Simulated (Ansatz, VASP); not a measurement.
Two plane-wave programs on Hg

INCAR

```
PREC = Accurate ; ENCUT = 500
EDIFF = 1E-7 ; ISMEAR = 0
SIGMA = 0.1 ; LREAL = False
LASPH = True ; NELM = 120
ALGO = Normal ; ISIF = 3
LWAVE = False ; LCHARG = False
GGA = PE ; IBRION = 2
NSW = 90 ; EDIFFG = -0.02
GGA_COMPAT = False ; NELMIN = 4
```

The input KPOINTS:

```
regular mesh
0
Gamma
  12 6 12
```

The input POSCAR:

```
Hg
1.0
    3.4133030269      0.0000000000      0.0000000000
    0.0000000000      5.4991271400      0.0000000000
   -1.6998547957      0.0000000000      3.0241256614
Hg
2
Direct
    0.6515596900      0.2500000000      0.8042281600
    0.3484403100      0.7500000000      0.1957718400
```

Input for Ansatz:

```yaml
crystal:
  lattice:
    - [3.4133030269, 0.0, 0.0]
    - [0.0, 5.49912714, 0.0]
    - [-1.6998547957, 0.0, 3.0241256614]
  atoms:
    - { symbol: Hg, position: [0.65155969, 0.25, 0.80422816] }
    - { symbol: Hg, position: [0.34844031, 0.75, 0.19577184] }
basis:
  ecutwfc: 420
kpoints:
  mp_grid: { grid: [12, 6, 12] }
hamiltonian:
  xc: pbe
scf:
  occupations: { method: gaussian, width: 0.1 }
output:
  forces: true
  stress: true
  eigenvalues: true
  write_density: true
  write_potential: true
  elf: true
  volumetric_format: npy
relax:
  adjacent_minimum: "off"
  f_tol: 0.02
  max_steps: 70
  cell: { stress_tol: 0.1 }
```

Alike in both runs: task relaxation of cell and atoms; functional PBE; k mesh 12 × 6 × 12; occupations gaussian, width 0.1 eV; no spin polarisation.

|  | VASP | Ansatz |
| --- | --- | --- |
| version | VASP 6.6.1 | Ansatz 0.2.0 |
| potentials or method | VASP PAW PBE potentials, release 64 (Hg_sv_GW), cutoff 500 eV | scalar-relativistic, plane waves, PAW |
| valence electrons in the cell | 40 | 40 |

|  | VASP | Ansatz | Ansatz less VASP |
| --- | --- | --- | --- |
| relaxed volume (Å³/atom) | 28.03 | 31.57 | +3.533 |
| relaxed length of the cell vector where the two differ most in proportion (Å) | 3.392 | 3.587 | +0.1950 |

One of these differences is far larger than is usual between the two programs; its cause wasn't traced.

Neither program's run includes spin-orbit coupling.
